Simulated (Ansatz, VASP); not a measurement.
## GaP: VASP beside Ansatz

The input INCAR:

```
PREC = Accurate
ENCUT = 520
EDIFF = 1E-6
ISMEAR = 0
SIGMA = 0.05
LREAL = False
LASPH = True
NELM = 60
ALGO = Normal
ISIF = 2
LWAVE = False
LCHARG = False
GGA = PE
NBANDS = 16
```

KPOINTS

```
regular mesh
0
Gamma
  8 8 8
```

POSCAR

```
GaP
1.0
    0.0000000000      2.6162400000      2.5072300000
    2.6162400000      0.0000000000      2.5072300000
    2.6162400000      2.6162400000      0.0000000000
Ga P
1 1
Direct
    0.0000000000      0.0000000000      0.0000000000
    0.7500000000      0.7500000000      0.7500000000
```

Input for Ansatz:

```yaml
crystal:
  lattice:
    - [0.0, 2.61624, 2.50723]
    - [2.61624, 0.0, 2.50723]
    - [2.61624, 2.61624, 0.0]
  atoms:
    - { symbol: Ga, position: [0.0, 0.0, 0.0] }
    - { symbol: P, position: [0.75, 0.75, 0.75] }
basis:
  ecutwfc: 420
kpoints:
  mp_grid: { grid: [8, 8, 8] }
hamiltonian:
  xc: pbe
scf:
  occupations: { method: gaussian, width: 0.05 }
output:
  forces: true
  stress: true
  eigenvalues: true
```

Change from the starting cell: strain -0.040 along x and y, -0.080 along z, atoms carried along.

Alike in both runs: task single point; functional PBE; k mesh 8 × 8 × 8; occupations gaussian, width 0.05 eV; no spin polarisation.

|  | VASP | Ansatz |
| --- | --- | --- |
| version | VASP 6.6.1 | Ansatz 0.2.0 |
| potentials or method | VASP PAW PBE potentials, release 64 (Ga_d, P), cutoff 520 eV | scalar-relativistic, plane waves, PAW |
| valence electrons in the cell | 18 | 18 |

```tsv
	VASP	Ansatz	Ansatz less VASP
gap on the k mesh at the Fermi level (eV)	0.86	0.86	-0.001
least direct gap on the mesh (eV)	3.06	3.05	-0.007
pressure (GPa)	22.8	23.1	+0.25
traceless stress, the component that is largest in VASP (GPa)	1.74	1.72	-0.016
```
